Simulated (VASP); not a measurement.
Input of a VASP 6.6.1 run:

POSCAR

```
MnAs
1.0
    3.7100000000      0.0000000000      0.0000000000
   -1.8550000000      3.2129542480      0.0000000000
    0.0000000000      0.0000000000      5.6910000000
As Mn
2 2
Direct
    0.6666666667      0.3333333333      0.7500000000
    0.3333333333      0.6666666667      0.2500000000
    0.0000000000      0.0000000000      0.5000000000
    0.0000000000      0.0000000000      0.0000000000
```

INCAR.step1

```
PREC = Accurate ; ENCUT = 520
EDIFF = 1E-5 ; ISMEAR = -1
SIGMA = 0.05 ; LREAL = F
LASPH = T ; NELM = 150
ALGO = Normal ; ISIF = 2
LWAVE = T ; LCHARG = F
ISPIN = 2 ; MAGMOM = 0 0 4 4
LORBIT = 11 ; LMAXMIX = 4
NBANDS = 30 ; GGA = PE
LUSENCCL = F
```

File INCAR.step2:

```
PREC = Accurate ; ENCUT = 520
EDIFF = 1E-7 ; ISMEAR = -1
SIGMA = 0.05 ; LREAL = F
LASPH = T ; NELM = 150
ALGO = Normal ; ISIF = 2
LWAVE = F ; LCHARG = F
ISPIN = 2 ; MAGMOM = 0 0 4 4
LORBIT = 11 ; LMAXMIX = 4
GGA = PE ; LHFCALC = T
AEXX = 0.15 ; HFSCREEN = 0.2
PRECFOCK = Normal ; NBANDS = 30
ISTART = 1 ; LUSENCCL = F
```

The input KPOINTS:

```
Automatic mesh
0
Gamma
  4 4 3
```

Potentials or basis: VASP PAW PBE potentials, release 64 (As, Mn_pv).

Run with:

```bash
$ cat potpaw_PBE.64/As/POTCAR potpaw_PBE.64/Mn_pv/POTCAR > POTCAR
$ cp INCAR.step1 INCAR
$ mpirun -np 1 vasp_std > vasp.out
$ cp INCAR.step2 INCAR
$ mpirun -np 1 vasp_std > vasp.out
```

What does it give for the pressure?

4.4 GPa.

Predict the site moments.

As -0.16; Mn +3.83 μB.

Estimate the net moment.

7.46 μB per cell.

Stress tensor (GPa, compression positive):
```
4.60 0.00 0.00
0.00 4.60 0.00
0.00 0.00 3.97
```

Caveat: the k points lie up to 0.49 Å⁻¹ apart; the PAW data sets were made with another functional, which shifts forces and pressure a little.
